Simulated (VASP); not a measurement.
A run of VASP 6.6.1:

The input INCAR:

```
SYSTEM = Ga2PN
PREC = Accurate
ENCUT = 600
EDIFF = 1E-6
ISMEAR = 0
SIGMA = 0.1
LREAL = .False.
LASPH = .True.
NELM = 120
ALGO = Normal
ISIF = 2
LWAVE = .False.
LCHARG = .True.
GGA = PE
LELF = .True.
LVHAR = .True.
NBANDS = 26
GGA_COMPAT = .False.
```

Contents of KPOINTS:

```
regular mesh
0
Gamma
  6 6 4
  0 0 0
```

Contents of POSCAR:

```
Ga2PN
1.0
    3.8362989700      0.0000000000      0.0000000000
   -1.9181494800      3.3223323600      0.0000000000
    0.0000000000      0.0000000000      4.9818107200
Ga P N
2 1 1
Direct
    0.6666666700      0.3333333300      0.7450182400
    0.6666666700      0.3333333300      0.2549817600
    0.3333333300      0.6666666700      0.5000000000
    0.0000000000      0.0000000000      0.0000000000
```

Potentials or basis: VASP PAW PBE potentials, release 64 (Ga_d, P, N).

Run with:

```sh
$ cat potpaw_PBE.64/Ga_d/POTCAR potpaw_PBE.64/P/POTCAR potpaw_PBE.64/N/POTCAR > POTCAR
$ mpirun -np 1 vasp_std > vasp.out
```

Hardware: 1 thread of Intel Xeon 8259CL (shared host).

Task: How long does it take, and how much memory?

Result: Run time: 65 s on 1 thread of Intel Xeon 8259CL (shared host), peak memory 0.21 GiB. Counts: scf iterations 13, k points 21.
